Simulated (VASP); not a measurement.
# Be4ZnTe (P3) in VASP: relaxation of cell and atoms with PBE

Aim: the relaxation of cell and atoms of Be4ZnTe with PBE.

Program: VASP 6.6.1. These are calculated values, not measurements. Logs are shortened: lines on timing, memory, paths and dates and some standing lists are left out, and cuts for length are marked.

## 1. The cell of the first run

The structure is trigonal, space group P3 (No. 143). Conventional cell: a = 3.782 Å, b = 3.782 Å, c = 7.115 Å, α = 90.00°, β = 90.00°, γ = 120.00°. Be (site symmetry 1) has 7 Be at 2.18 to 2.27 Å and 1 Zn at 2.41 Å within 2.9 Å. Be (site symmetry 3) has 3 Be at 2.27 Å and 3 Te at 2.47 Å within 3.0 Å. Within 3.3 Å of Zn (site symmetry 3) lie 6 Be at 2.41 to 3.25 Å and 3 Te at 2.98 Å. Within 3.3 Å of Te (site symmetry 3) lie 6 Be at 2.47 to 3.28 Å and 3 Zn at 2.98 Å.

## 2. Relaxation of cell and atoms, PBE

INCAR reads:

```
SYSTEM = Be4ZnTe
PREC = Accurate
ENCUT = 600
EDIFF = 1E-7
ISMEAR = 0
SIGMA = 0.1
LREAL = .FALSE.
LASPH = .TRUE.
NELM = 120
ALGO = Normal
ISIF = 3
LWAVE = .FALSE.
LCHARG = .FALSE.
GGA = PE
IBRION = 2
NSW = 100
EDIFFG = -0.01
GGA_COMPAT = .FALSE.
NELMIN = 4
```

KPOINTS reads:

```
Automatic mesh
0
G
  12 12 6
  0 0 0
```

POSCAR reads:

```
Be4ZnTe
1.0
    3.7815352326      0.0000000000      0.0000000000
   -1.8907676163      3.2749055767      0.0000000000
    0.0000000000      0.0000000000      7.1150666168
Be Zn Te
4 1 1
Direct
    0.0004745182      0.3327449008      0.5845005395
    0.3333333333      0.6666666667      0.8496262868
    0.6672550992      0.6677296174      0.5845005395
    0.3322703826      0.9995254818      0.5845005395
    0.6666666667      0.3333333333      0.2958792906
    0.0000000000      0.0000000000      0.0109928042
```

Potentials or basis: VASP PAW PBE potentials, release 64 (Be, Zn, Te).

On the command line:

```
cat potpaw_PBE.64/Be/POTCAR potpaw_PBE.64/Zn/POTCAR potpaw_PBE.64/Te/POTCAR > POTCAR
mpirun -np 1 vasp_std > vasp.out
```

OUTCAR:

```text
SYSTEM = Be4ZnTe
   PREC = Accurate
   ENCUT = 600
   EDIFF = 1E-7
   ISMEAR = 0
   LREAL = .FALSE.
   LASPH = .TRUE.
   NELM = 120
   ISIF = 3
   GGA = PE
   IBRION = 2
   NSW = 100
   EDIFFG = -0.01
   NELMIN = 4

 ion  position               nearest neighbor table
   1  0.000  0.333  0.585-   3 2.18   4 2.18   4 2.18   3 2.18   3 2.19   4 2.19   2 2.27   5 2.41

   2  0.333  0.667  0.850-   4 2.27   1 2.27   3 2.27   6 2.47   6 2.47   6 2.47
   3  0.667  0.668  0.585-   1 2.18   4 2.18   1 2.18   4 2.18   4 2.19   1 2.19   2 2.27   5 2.41

   4  0.332  1.000  0.585-   1 2.18   3 2.18   1 2.18   3 2.18   3 2.19   1 2.19   2 2.27   5 2.41

   5  0.667  0.333  0.296-   1 2.41   4 2.41   3 2.41   6 2.98   6 2.98   6 2.98
   6  0.000  0.000  0.011-   2 2.47   2 2.47   2 2.47   5 2.98   5 2.98   5 2.98

  LATTYP: Found a hexagonal cell.
 ALAT       =     3.7815352326
 C/A-ratio  =     1.8815285801

  Lattice vectors:

 A1 = (   3.7815352326,   0.0000000000,   0.0000000000)
 A2 = (  -1.8907676163,   3.2749055767,   0.0000000000)
 A3 = (   0.0000000000,   0.0000000000,   7.1150666168)

Analysis of symmetry for initial positions (statically):
=====================================================================
 Subroutine PRICEL returns:
 Original cell was already a primitive cell.

 Routine SETGRP: Setting up the symmetry group for a
 hexagonal supercell.

 Subroutine GETGRP returns: Found  3 space group operations
 (whereof  3 operations were pure point group operations)
 out of a pool of 24 trial point group operations.

The static configuration has the point symmetry C_3 .

Analysis of symmetry for dynamics (positions and initial velocities):
=====================================================================
 Subroutine PRICEL returns:
 Original cell was already a primitive cell.

 Routine SETGRP: Setting up the symmetry group for a
 hexagonal supercell.

 Subroutine GETGRP returns: Found  3 space group operations
 (whereof  3 operations were pure point group operations)
 out of a pool of 24 trial point group operations.

The dynamic configuration has the point symmetry C_3 .

 Subroutine INISYM returns: Found  3 space group operations
 (whereof  3 operations are pure point group operations),
 and found     1 'primitive' translations

----------------------------------------------------------------------------------------

                                     Primitive cell

  volume of cell :      88.1142

  direct lattice vectors                    reciprocal lattice vectors
     3.781535233  0.000000000  0.000000000     0.264442862  0.152676158  0.000000000
    -1.890767616  3.274905577  0.000000000     0.000000000  0.305352315  0.000000000
     0.000000000  0.000000000  7.115066617     0.000000000  0.000000000  0.140546822

  length of vectors
     3.781535233  3.781535233  7.115066617     0.305352315  0.305352315  0.140546822

  position of ions in fractional coordinates (direct lattice)
     0.000474518  0.332744901  0.584500539
     0.333333333  0.666666667  0.849626287
     0.667255099  0.667729617  0.584500539
     0.332270383  0.999525482  0.584500539
     0.666666667  0.333333333  0.295879291
     0.000000000  0.000000000  0.010992804

  ion indices of the primitive-cell ions
   primitive index   ion index
                 1           1
                 2           2
                 3           3
                 4           4
                 5           5
                 6           6

----------------------------------------------------------------------------------------

 KPOINTS: Automatic mesh

Automatic generation of k-mesh.
 Grid dimensions read from file:
 generate k-points for:   12   12    6

 Generating k-lattice:

  Cartesian coordinates                     Fractional coordinates (reciprocal lattice)
     0.022036905  0.012723013  0.000000000     0.083333333 -0.000000000  0.000000000
     0.000000000  0.025446026  0.000000000     0.000000000  0.083333333  0.000000000
     0.000000000  0.000000000  0.023424470     0.000000000  0.000000000  0.166666667

  Length of vectors
     0.025446026  0.025446026  0.023424470

  Shift w.r.t. Gamma in fractional coordinates (k-lattice)
     0.000000000  0.000000000  0.000000000

 Subroutine IBZKPT returns following result:
 ===========================================

 Found    152 irreducible k-points:

 Following reciprocal coordinates:
            Coordinates               Weight
  0.000000  0.000000  0.000000      1.000000
  0.083333 -0.000000  0.000000      6.000000
  0.166667  0.000000  0.000000      6.000000
  0.250000  0.000000  0.000000      6.000000
  0.333333  0.000000  0.000000      6.000000
  0.416667 -0.000000  0.000000      6.000000
[... 16 lines left out ...]
  0.250000  0.250000  0.000000      6.000000
  0.333333  0.250000  0.000000      6.000000
 [... further k-points ...]
   k-points           NKPTS =    152   k-points in BZ     NKDIM =    152   number of bands    NBANDS=     17
   number of dos      NEDOS =    301   number of ions     NIONS =      6
   total plane-waves  NPLWV =  54000
   dimension x,y,z NGX =    30 NGY =   30 NGZ =   60
   dimension x,y,z NGXF=    60 NGYF=   60 NGZF=  120
   ions per type =               4   1   1
   NGX,Y,Z   is equivalent  to a cutoff of  13.19, 13.19, 14.02 a.u.
   NGXF,Y,Z  is equivalent  to a cutoff of  26.38, 26.38, 28.04 a.u.
 SYSTEM =  Be4ZnTe
   PREC   = accura    normal or accurate (medium, high low for compatibility)
   ISTART =      0    job   : 0-new  1-cont  2-samecut
   ICHARG =      2    charge: 1-file 2-atom 10-const
   ISPIN  =      1    spin polarized calculation?
   LNONCOLLINEAR =      F non collinear calculations
   LSORBIT =      F    spin-orbit coupling
   LASPH  =      T    aspherical Exc in radial PAW
   ENCUT  =  600.0 eV  44.10 Ry    6.64 a.u.   7.55  7.55 14.21*2*pi/ulx,y,z
   NELM   =    120;   NELMIN=  4; NELMDL= -5     # of ELM steps
   EDIFF  = 0.1E-06   stopping-criterion for ELM
   LREAL  =      F    real-space projection
   EDIFFG = -.1E-01   stopping-criterion for IOM
   NSW    =    100    number of steps for IOM
   IBRION =      2    ionic relax: 0-MD 1-quasi-New 2-CG
   NFREE  =      1    steps in history (QN), initial steepest desc. (CG)
   ISIF   =      3    stress and relaxation
   ISYM   =      2    0-nonsym 1-usesym 2-fastsym
   POTIM  = 0.5000    time-step for ionic-motion
   TEBEG  =    0.0;   TEEND  =   0.0 temperature during run
   PSTRESS=    0.0 pullay stress
   NELECT =      26.0000    total number of electrons
   NUPDOWN=      -1.0000    fix difference up-down
   EMIN   =  10.00;   EMAX   =-10.00  energy-range for DOS
   EFERMI =   0.00;   METHOD = LEGACY
   ISMEAR =     0;   SIGMA  =   0.10  broadening in eV -4-tet -1-fermi 0-gaus
   EFERMI_NEDOS =   21; number of points for ismear=-14 and -15
   IALGO  =     38    algorithm
   IMIX   =      4    mixing-type and parameters
     AMIX     =   0.40;   BMIX     =  1.00
     AMIX_MAG =   1.60;   BMIX_MAG =  1.00
  volume/ion in A,a.u.               =      14.69        99.10
  Fermi-wavevector in a.u.,A,eV,Ry     =   1.089893  2.059600 16.161917  1.187867
  Thomas-Fermi vector in A             =   2.226106
   LORBIT       =      0    0 simple, 1 ext, 2 COOP (PROOUT), +10 PAW based schemes
   GGA     = PE    functional components
   LHFCALC =     F    Hartree Fock is set to
   AEXX    =    0.0000 exact exchange contribution
   IVDW    =     0    specifies the selected vdW correction
   LEPSILON=     F    determine dielectric tensor
   LRPA    =     F    only Hartree local field effects (RPA)
 conjugate gradient relaxation of ions
 non-spin polarized calculation
 Gauss-broadening in eV      SIGMA  =   0.10
  energy-cutoff  :      600.00
  volume of cell :       88.11
 maximum number of plane-waves:      2964
   NGX = 15   NGY = 15   NGZ = 29

--------------------------------------- Ionic step        1  -------------------------------------------

 number of electron      26.0000008 magnetization

 Free energy of the ion-electron system (eV)
  ---------------------------------------------------
  ext. energy  EPLUGINS =         0.00000000
  ---------------------------------------------------
  free energy    TOTEN  =       -17.99248732 eV

  energy without entropy =      -17.98914498  energy(sigma->0) =      -17.99081615

------------------------ aborting loop because EDIFF is reached ----------------------------------------

  FORCE on cell =-STRESS in cart. coord.  units (eV):
  Direction    XX          YY          ZZ          XY          YZ          ZX
  --------------------------------------------------------------------------------------
  -------------------------------------------------------------------------------------
  Total       -0.1373193     -0.1373193      0.3094942     -0.0000000     -0.0000000      0.0000000
  in kB       -2.4968724     -2.4968724      5.6275218     -0.0000006     -0.0000000      0.0000000
  external PRESSURE =       0.2112590 kB  Pullay stress =       0.0000000 kB
[... 225 lines left out ...]
  energy  without entropy=      -17.9922421097  energy(sigma->0) =      -17.99388300

--------------------------------------- Ionic step        7  -------------------------------------------

 number of electron      26.0000001 magnetization

 Free energy of the ion-electron system (eV)
  ---------------------------------------------------
  ext. energy  EPLUGINS =         0.00000000
  ---------------------------------------------------
  free energy    TOTEN  =       -17.99555232 eV

  energy without entropy =      -17.99228567  energy(sigma->0) =      -17.99391900

 E-fermi :   4.9541     XC(G=0):  -9.8740

 val. band max:        4.9252779318   @ k =   0.1667   0.0000   0.0000
 cond. band min:       5.0033494141   @ k =   0.3333   0.0833   0.3333
 fundamental gap:      0.0780714823
 Fermi energy:         4.9541027722

 k-point     1 :       0.0000    0.0000    0.0000
  band No.  band energies     occupation
      1      -7.9159      2.00000
      2      -3.0824      2.00000
      3      -2.3539      2.00000
      4      -2.3539      2.00000
      5      -2.3441      2.00000
      6      -2.3050      2.00000
[... 9 lines left out ...]
     16       6.8676      0.00000
     17       8.8895      0.00000
[... 443 lines left out ...]
      1      -6.2478      2.00000
      2      -2.5511      2.00000
      3      -2.4783      2.00000
      4      -2.4137      2.00000
      5      -2.3218      2.00000
      6      -2.2530      2.00000
[... 9 lines left out ...]
     16       8.8426      0.00000
     17       9.4099      0.00000

 [... further k-points ...]
[... 5 lines left out ...]
  --------------------------------------------------------------------------------------
  -------------------------------------------------------------------------------------
  Total        0.0053196      0.0053196      0.0042259     -0.0000000      0.0000000     -0.0000000
  in kB        0.0966569      0.0966569      0.0767843     -0.0000002      0.0000000     -0.0000000
  external PRESSURE =       0.0900327 kB  Pullay stress =       0.0000000 kB
[... 21 lines left out ...]
  FREE ENERGIE OF THE ION-ELECTRON SYSTEM (eV)
  ---------------------------------------------------
  free  energy   TOTEN  =       -17.9955523230 eV

  energy  without entropy=      -17.9922856742  energy(sigma->0) =      -17.99391900

 reached required accuracy - stopping structural energy minimisation
```

Run time: 23 min. Hardware: 1 thread of Intel Xeon Platinum 8488C (Sapphire Rapids), shared host; peak memory 0.48 GiB.

What came out:

```yaml
Free_energy: -17.9956 eV
Relaxed_volume: 14.70 Å³/atom
Relaxed_cell: a = 3.773 Å, b = 3.773 Å, c = 7.151 Å, α = 90.00°, β = 90.00°, γ = 120.00°
Space_group_after_relaxing_to_0.1_Å: P3 (No. 143)
Energy_gained_by_relaxing: 0.5 meV/atom
Ionic_steps: 7
Pressure_after_relaxing: 0.0 GPa
Largest_force_after_relaxing: 0.004 eV/Å
Band_gap_on_the_k_mesh: zero (bands 13 and 14 overlap by 2.42 eV)
```

Forces in eV/Å, atoms in the order of the input:
```
Be   0.002  0.001 -0.001
Be   0.000  0.000  0.004
Be  -0.002  0.002 -0.001
Be  -0.001 -0.003 -0.001
Zn   0.000  0.000 -0.004
Te   0.000  0.000  0.002
```

Step by step:
```
step  energy change (eV)  largest force (eV/Å)  pressure (GPa)  volume (Å³)
   1              0.0000                0.1041            0.02        88.11
   2             -0.0018                0.0814            0.02        88.14
   3             -0.0027                0.0482            0.04        88.17
   4             -0.0030                0.0169           -0.02        88.23
   5             -0.0030                0.0119           -0.05        88.27
   6             -0.0030                0.0113           -0.06        88.26
   7             -0.0031                0.0044            0.01        88.18
```

Final structure:
```
Be Zn Te
1.0
     3.77331    0.00000    0.00000
    -1.88666    3.26778    0.00000
     0.00000    0.00000    7.15122
Be Zn Te
4 1 1
Direct
  0.00191 0.33382 0.58346
  0.33333 0.66667 0.84904
  0.66618 0.66810 0.58346
  0.33190 0.99809 0.58346
  0.66667 0.33333 0.29853
  0.00000 0.00000 0.01205
```

Caveat: spin-orbit coupling is left out, which moves the levels of the heavy elements.

The gap in the log of VASP goes by the Fermi energy; the results here count the filled bands.